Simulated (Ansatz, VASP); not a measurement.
# ZnS: VASP beside Ansatz

```
CELL_PARAMETERS angstrom
0.00000 2.70725 2.76139
2.70725 0.00000 2.76139
2.70725 2.70725 0.00000
ATOMIC_POSITIONS crystal
Zn 0.00000 0.00000 0.00000
S 0.25000 0.25000 0.25000
```

Change from the starting cell: z stretched by +2 %, ions relaxed.

Alike in both runs: task relaxation of the atoms; functional PBE; k mesh 14 × 14 × 14; occupations fermi-dirac, width 0.02 eV; no spin polarisation.

|  | VASP | Ansatz |
| --- | --- | --- |
| version | VASP 6.6.1 | Ansatz 0.2.0 |
| potentials or method | VASP PAW PBE potentials, release 64 (Zn, S) | plane-wave PAW, scalar-relativistic |
| plane-wave cutoff (eV) | 520 | 420 |
| valence electrons in the cell | 18 | 18 |

```tsv
	VASP	Ansatz	Ansatz less VASP
gap on the k mesh at the Fermi level, each at its own relaxed structure (eV)	1.98	1.97	-0.004
```

Ansatz's warnings: stress scf threshold loose.

Noted on VASP's run: the relaxation stopped at its first step, so nothing moved.
